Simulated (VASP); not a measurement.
# CaO in VASP: notebook

Runs on CaO. Level: r2SCAN. Tasks: single point.

Everything below comes from runs of VASP 6.6.1. Logs are shortened: lines on timing, memory, paths and dates and some standing lists are left out, and cuts for length are marked.

## (1) The cell of the first run

Symmetry: I4/mmm, No. 139, tetragonal system. Conventional cell: a = 3.458 Å, b = 3.458 Å, c = 4.737 Å, α = 90.00°, β = 90.00°, γ = 90.00°. Ca (site symmetry 4/mmm) has 6 O at 2.37 to 2.45 Å within 3.1 Å. Within 3.1 Å of O (site symmetry 4/mmm) lie 6 Ca at 2.37 to 2.45 Å.

## (2) Single point, r2SCAN (in-plane strain +0.02)

Contents of POSCAR:

```
CaO
1.0
    2.4453902329      2.4453902329      0.0000000000
   -2.4453902329      2.4453902329      0.0000000000
    0.0000000000      2.4453902329      2.3686721079
Ca O
1 1
Direct
    0.0000000000      0.0000000000      0.0000000000
    0.5000000000      0.5000000000      0.0000000000
```

Contents of INCAR.step1:

```
  PREC = Accurate
  ENCUT = 520
  ISMEAR = 0
  SIGMA = 0.01
  LREAL = False
  LASPH = True
  NELM = 80
  NBANDS = 15
  GGA = PE
  ALGO = Normal
  EDIFF = 1E-4
  LWAVE = True
  LCHARG = False
```

Contents of INCAR.step2:

```
  PREC = Accurate
  ENCUT = 520
  EDIFF = 1E-6
  ISMEAR = 0
  SIGMA = 0.01
  LREAL = False
  LASPH = True
  NELM = 80
  ALGO = Normal
  ISIF = 2
  LWAVE = False
  LCHARG = True
  METAGGA = R2SCAN
  LMIXTAU = True
  LELF = True
  LVHAR = True
  NBANDS = 15
  ISTART = 1
```

Contents of KPOINTS:

```
Automatic mesh
0
Gamma
  8 8 8
```

Potentials or basis: VASP PAW PBE potentials, release 64 (Ca_sv, O).

On the command line:

```console
$ cat potpaw_PBE.64/Ca_sv/POTCAR potpaw_PBE.64/O/POTCAR > POTCAR
$ cp INCAR.step1 INCAR
$ mpirun -np 1 vasp_std > vasp.out
$ cp INCAR.step2 INCAR
$ mpirun -np 1 vasp_std > vasp.out
```

OUTCAR:

```text
PREC = Accurate
   ENCUT = 520
   EDIFF = 1E-6
   ISMEAR = 0
   LREAL = False
   LASPH = True
   NELM = 80
   ISIF = 2
   METAGGA = R2SCAN
   ISTART = 1

 ion  position               nearest neighbor table
   1  0.000  0.000  0.000-   2 2.37   2 2.37   2 2.45   2 2.45   2 2.45   2 2.45
   2  0.500  0.500  0.000-   1 2.37   1 2.37   1 2.45   1 2.45   1 2.45   1 2.45

  LATTYP: Found a body centered tetragonal cell.
 ALAT       =     3.4583040327
 C/A-ratio  =     1.3698460780

  Lattice vectors:

 A1 = (   2.4453902329,   0.0000000000,  -2.3686721079)
 A2 = (  -2.4453902329,   0.0000000000,  -2.3686721079)
 A3 = (   0.0000000000,   2.4453902329,   2.3686721079)

Analysis of symmetry for initial positions (statically):
=====================================================================
 Subroutine PRICEL returns:
 Original cell was already a primitive cell.

 Routine SETGRP: Setting up the symmetry group for a
 body centered tetragonal supercell.

 Subroutine GETGRP returns: Found 16 space group operations
 (whereof 16 operations were pure point group operations)
 out of a pool of 16 trial point group operations.

The static configuration has the point symmetry D_4h.

Analysis of symmetry for dynamics (positions and initial velocities):
=====================================================================
 Subroutine PRICEL returns:
 Original cell was already a primitive cell.

 Routine SETGRP: Setting up the symmetry group for a
 body centered tetragonal supercell.

 Subroutine GETGRP returns: Found 16 space group operations
 (whereof 16 operations were pure point group operations)
 out of a pool of 16 trial point group operations.

The dynamic configuration has the point symmetry D_4h.

 Subroutine INISYM returns: Found 16 space group operations
 (whereof 16 operations are pure point group operations),
 and found     1 'primitive' translations

----------------------------------------------------------------------------------------

                                     Primitive cell

  volume of cell :      28.3290

  direct lattice vectors                    reciprocal lattice vectors
     2.445390233  2.445390233  0.000000000     0.204466344  0.204466344 -0.211088735
    -2.445390233  2.445390233  0.000000000    -0.204466344  0.204466344 -0.211088735
     0.000000000  2.445390233  2.368672108     0.000000000  0.000000000  0.422177471

  length of vectors
     3.458304033  3.458304033  3.404488353     0.358010371  0.358010371  0.422177471

  position of ions in fractional coordinates (direct lattice)
     0.000000000  0.000000000  0.000000000
     0.500000000  0.500000000  0.000000000

  ion indices of the primitive-cell ions
   primitive index   ion index
                 1           1
                 2           2

----------------------------------------------------------------------------------------

 KPOINTS: Automatic mesh

Automatic generation of k-mesh.
 Grid dimensions read from file:
 generate k-points for:    8    8    8

 Generating k-lattice:

  Cartesian coordinates                     Fractional coordinates (reciprocal lattice)
     0.025558293  0.025558293 -0.026386092     0.125000000  0.000000000  0.000000000
    -0.025558293  0.025558293 -0.026386092     0.000000000  0.125000000  0.000000000
     0.000000000  0.000000000  0.052772184     0.000000000  0.000000000  0.125000000

  Length of vectors
     0.044751296  0.044751296  0.052772184

  Shift w.r.t. Gamma in fractional coordinates (k-lattice)
     0.000000000  0.000000000  0.000000000

 Subroutine IBZKPT returns following result:
 ===========================================

 Found     59 irreducible k-points:

 Following reciprocal coordinates:
            Coordinates               Weight
  0.000000  0.000000  0.000000      1.000000
  0.125000  0.000000  0.000000      8.000000
  0.250000  0.000000  0.000000      8.000000
  0.375000  0.000000  0.000000      8.000000
  0.500000  0.000000  0.000000      4.000000
  0.125000  0.125000  0.000000      8.000000
[... 16 lines left out ...]
  0.250000  0.000000  0.125000      4.000000
  0.375000  0.000000  0.125000      8.000000
 [... further k-points ...]
   k-points           NKPTS =     59   k-points in BZ     NKDIM =     59   number of bands    NBANDS=     15
   number of dos      NEDOS =    301   number of ions     NIONS =      2
   total plane-waves  NPLWV =  21952
   dimension x,y,z NGX =    28 NGY =   28 NGZ =   28
   dimension x,y,z NGXF=    56 NGYF=   56 NGZF=   56
   ions per type =               1   1
   NGX,Y,Z   is equivalent  to a cutoff of  13.46, 13.46, 13.67 a.u.
   NGXF,Y,Z  is equivalent  to a cutoff of  26.92, 26.92, 27.35 a.u.
 SYSTEM =  unknown system
   PREC   = accura    normal or accurate (medium, high low for compatibility)
   ISTART =      1    job   : 0-new  1-cont  2-samecut
   ICHARG =      0    charge: 1-file 2-atom 10-const
   ISPIN  =      1    spin polarized calculation?
   LNONCOLLINEAR =      F non collinear calculations
   LSORBIT =      F    spin-orbit coupling
   LASPH  =      T    aspherical Exc in radial PAW
   ENCUT  =  520.0 eV  38.22 Ry    6.18 a.u.   6.43  6.43  6.33*2*pi/ulx,y,z
   NELM   =     80;   NELMIN=  2; NELMDL=  0     # of ELM steps
   EDIFF  = 0.1E-05   stopping-criterion for ELM
   LREAL  =      F    real-space projection
   EDIFFG = 0.1E-04   stopping-criterion for IOM
   NSW    =      0    number of steps for IOM
   IBRION =     -1    ionic relax: 0-MD 1-quasi-New 2-CG
   NFREE  =      0    steps in history (QN), initial steepest desc. (CG)
   ISIF   =      2    stress and relaxation
   ISYM   =      2    0-nonsym 1-usesym 2-fastsym
   POTIM  = 0.5000    time-step for ionic-motion
   TEBEG  =    0.0;   TEEND  =   0.0 temperature during run
   PSTRESS=    0.0 pullay stress
   NELECT =      16.0000    total number of electrons
   NUPDOWN=      -1.0000    fix difference up-down
   EMIN   =  10.00;   EMAX   =-10.00  energy-range for DOS
   EFERMI =   0.00;   METHOD = LEGACY
   ISMEAR =     0;   SIGMA  =   0.01  broadening in eV -4-tet -1-fermi 0-gaus
   EFERMI_NEDOS =   21; number of points for ismear=-14 and -15
   IALGO  =     38    algorithm
   IMIX   =      4    mixing-type and parameters
     AMIX     =   0.40;   BMIX     =  1.00
     AMIX_MAG =   1.60;   BMIX_MAG =  1.00
  volume/ion in A,a.u.               =      14.16        95.59
  Fermi-wavevector in a.u.,A,eV,Ry     =   1.353228  2.557231 24.915353  1.831227
  Thomas-Fermi vector in A             =   2.480501
   LORBIT       =      0    0 simple, 1 ext, 2 COOP (PROOUT), +10 PAW based schemes
   METAGGA = R2SCAN    functional components
   LHFCALC =     F    Hartree Fock is set to
   AEXX    =    0.0000 exact exchange contribution
   IVDW    =     0    specifies the selected vdW correction
   LEPSILON=     F    determine dielectric tensor
   LRPA    =     F    only Hartree local field effects (RPA)
 non-spin polarized calculation
 Gauss-broadening in eV      SIGMA  =   0.01
  energy-cutoff  :      520.00
  volume of cell :       28.33
 maximum number of plane-waves:       781
 NGX is ok and might be reduce to    28
   NGX = 13   NGY = 13   NGZ = 13

 number of electron      16.0000002 magnetization

 Free energy of the ion-electron system (eV)
  ---------------------------------------------------
  ext. energy  EPLUGINS =         0.00000000
  ---------------------------------------------------
  free energy    TOTEN  =       -19.44148940 eV

  energy without entropy =      -19.44148940  energy(sigma->0) =      -19.44148940

 E-fermi :   2.0591     XC(G=0): -10.9658

 val. band max:        1.9536262474   @ k =   0.0000   0.0000   0.0000
 cond. band min:       6.0237449443   @ k =   0.0000   0.0000   0.5000
 fundamental gap:      4.0701186969
 Fermi energy:         2.0590955331

 k-point     1 :       0.0000    0.0000    0.0000
  band No.  band energies     occupation
      1     -37.2347      2.00000
      2     -17.1489      2.00000
      3     -17.1489      2.00000
      4     -17.1254      2.00000
      5     -14.5346      2.00000
      6       1.8774      2.00000
      7       1.8775      2.00000
      8       1.9536      2.00000
      9       7.1259      0.00000
     10       8.6423      0.00000
     11       8.6423      0.00000
     12       8.8471      0.00000
     13      10.1207      0.00000
     14      10.4558      0.00000
     15      17.5508      0.00000

 k-point     2 :       0.1250    0.0000    0.0000
  band No.  band energies     occupation
      1     -37.2212      2.00000
      2     -17.3573      2.00000
      3     -17.1584      2.00000
      4     -17.1391      2.00000
      5     -14.3069      2.00000
      6       1.3929      2.00000
      7       1.6815      2.00000
      8       1.7254      2.00000
      9       7.7981      0.00000
     10       8.6515      0.00000
     11       8.9187      0.00000
     12       9.0431      0.00000
     13      10.4734      0.00000
     14      10.8278      0.00000
     15      18.1249      0.00000

 k-point     3 :       0.2500    0.0000    0.0000
  band No.  band energies     occupation
      1     -37.1885      2.00000
      2     -17.7825      2.00000
      3     -17.1811      2.00000
      4     -17.1512      2.00000
      5     -13.8533      2.00000
      6       0.4253      2.00000
      7       1.2577      2.00000
      8       1.2781      2.00000
      9       8.7232      0.00000
     10       9.2598      0.00000
     11       9.6430      0.00000
     12       9.6956      0.00000
     13      11.3321      0.00000
     14      11.7211      0.00000
     15      18.4321      0.00000
[... 343 lines left out ...]
 k-point    23 :       0.2500    0.0000    0.1250
  band No.  band energies     occupation
      1     -37.2023      2.00000
      2     -17.5518      2.00000
      3     -17.1931      2.00000
      4     -17.1576      2.00000
      5     -14.0954      2.00000
      6       0.7782      2.00000
      7       1.3577      2.00000
      8       1.7109      2.00000
      9       8.4370      0.00000
     10       8.6967      0.00000
     11       9.0997      0.00000
     12       9.8124      0.00000
     13      10.9631      0.00000
     14      11.2013      0.00000
     15      18.7291      0.00000

 k-point    24 :       0.3750    0.0000    0.1250
  band No.  band energies     occupation
      1     -37.1697      2.00000
      2     -17.8654      2.00000
      3     -17.2397      2.00000
      4     -17.1806      2.00000
      5     -13.7653      2.00000
      6       0.0942      2.00000
      7       0.9987      2.00000
      8       1.3396      2.00000
      9       8.6286      0.00000
     10       9.7462      0.00000
     11       9.7956      0.00000
     12      10.6254      0.00000
     13      11.8160      0.00000
     14      12.0816      0.00000
     15      18.3348      0.00000

 [... further k-points ...]
[... 5 lines left out ...]
  --------------------------------------------------------------------------------------
  -------------------------------------------------------------------------------------
  Total       -0.6421756     -0.6421756      0.3063745      0.0000000      0.0000000      0.0000000
  in kB      -36.3189330    -36.3189330     17.3273398      0.0000000      0.0000000      0.0000000
  external PRESSURE =     -18.4368421 kB  Pullay stress =       0.0000000 kB

 VOLUME and BASIS-vectors are now :
 -----------------------------------------------------------------------------
  energy-cutoff  :      520.00
  volume of cell :       28.33
      direct lattice vectors                 reciprocal lattice vectors
     2.445390233  2.445390233  0.000000000     0.204466344  0.204466344 -0.211088735
    -2.445390233  2.445390233  0.000000000    -0.204466344  0.204466344 -0.211088735
     0.000000000  2.445390233  2.368672108     0.000000000  0.000000000  0.422177471

 POSITION                                       TOTAL-FORCE (eV/Angst)
 -----------------------------------------------------------------------------------
      0.00000      0.00000      0.00000         0.000000      0.000000      0.000000
      0.00000      2.44539      0.00000        -0.000000     -0.000000      0.000000
 -----------------------------------------------------------------------------------
    total drift:                               -0.000000      0.000000     -0.000000

  FREE ENERGIE OF THE ION-ELECTRON SYSTEM (eV)
  ---------------------------------------------------
  free  energy   TOTEN  =       -19.4414894017 eV

  energy  without entropy=      -19.4414894017  energy(sigma->0) =      -19.44148940
```

Wall time 1.7 min (1 thread of Intel Xeon Platinum 8259CL at 2.50GHz (Skylake/Cascade Lake), shared host); peak memory 0.17 GiB.

Results:

```yaml
Free_energy: -19.4415 eV
Pressure: -1.8 GPa
Band_gap_on_the_k_mesh: 4.07 eV, indirect (least direct gap 4.55 eV)
```

Caveat: the cell differs from its parent crystal (in-plane strain +0.02); the PAW data sets were made with another functional, which shifts forces and pressure a little. A k mesh can miss the band edges.

## (3) Single point, r2SCAN (film at in-plane strain +0.02)

Changes to POSCAR since step 2:

```diff
@@ -4,3 +4,3 @@
    -2.4453902329      2.4453902329      0.0000000000
-    0.0000000000      2.4453902329      2.3686721079
+    0.0000000000      2.4453902329      2.3738001058
 Ca O
```

Contents of INCAR.step1:

```
SYSTEM = CaO
ALGO = Normal
EDIFF = 1E-4
ENCUT = 520
GGA = PE
ISMEAR = 0
LASPH = .True.
LCHARG = .False.
LREAL = .False.
LWAVE = .True.
NBANDS = 15
NELM = 80
PREC = Accurate
SIGMA = 0.01
```

Contents of INCAR.step2:

```
SYSTEM = CaO
ALGO = Normal
EDIFF = 1E-6
ENCUT = 520
ISIF = 2
ISMEAR = 0
ISTART = 1
LASPH = .True.
LCHARG = .False.
LMIXTAU = .True.
LREAL = .False.
LWAVE = .False.
METAGGA = R2SCAN
NBANDS = 15
NELM = 80
PREC = Accurate
SIGMA = 0.01
```

Contents of KPOINTS:

```
k-points
0
Gamma
  8 8 8
  0 0 0
```

Potentials or basis: VASP PAW PBE potentials, release 64 (Ca_sv, O).

On the command line:

```console
$ cat potpaw_PBE.64/Ca_sv/POTCAR potpaw_PBE.64/O/POTCAR > POTCAR
$ cp INCAR.step1 INCAR
$ mpirun -np 1 vasp_std > vasp.out
$ cp INCAR.step2 INCAR
$ mpirun -np 1 vasp_std > vasp.out
```

Wall time 1.7 min (1 thread of Intel Xeon Platinum 8259CL at 2.50GHz (Skylake/Cascade Lake), shared host); peak memory 0.17 GiB.

The run converged. Its results:

```
Free energy            : -19.4421 eV
Pressure               : -2.1 GPa
Band gap on the k mesh : 4.08 eV, indirect (least direct gap 4.55 eV)
```

Stress tensor (GPa, compression positive):
```
-3.75  0.00  0.00
 0.00 -3.75  0.00
 0.00  0.00  1.17
```

Levels at points of the mesh, in eV from the valence-band top:
```
           k point  band 4  band 5  band 6  band 7  band 8  band 9  band 10  band 11  band 12  band 13
(0.00, 0.00, 0.00)  -19.09  -16.48   -0.07   -0.07    0.00    5.16     6.69     6.69     6.88     8.17
(0.50, 0.00, 0.00)  -19.13  -15.29   -2.60   -1.21   -1.20    7.54     8.87     8.90     8.98    10.81
(0.50, 0.50, 0.00)  -19.29  -16.26   -1.40   -0.43   -0.37    4.19     8.51     9.49     9.92    10.13
(0.00, 0.00, 0.50)  -19.34  -16.26   -1.24   -0.48   -0.48    4.08     8.58     9.45    10.05    10.05
```

Caveat: the cell differs from its parent crystal (film at in-plane strain +0.02); the PAW data sets were made with another functional, which shifts forces and pressure a little. A k mesh can miss the band edges.

(Part 1 of 2 ends here.)
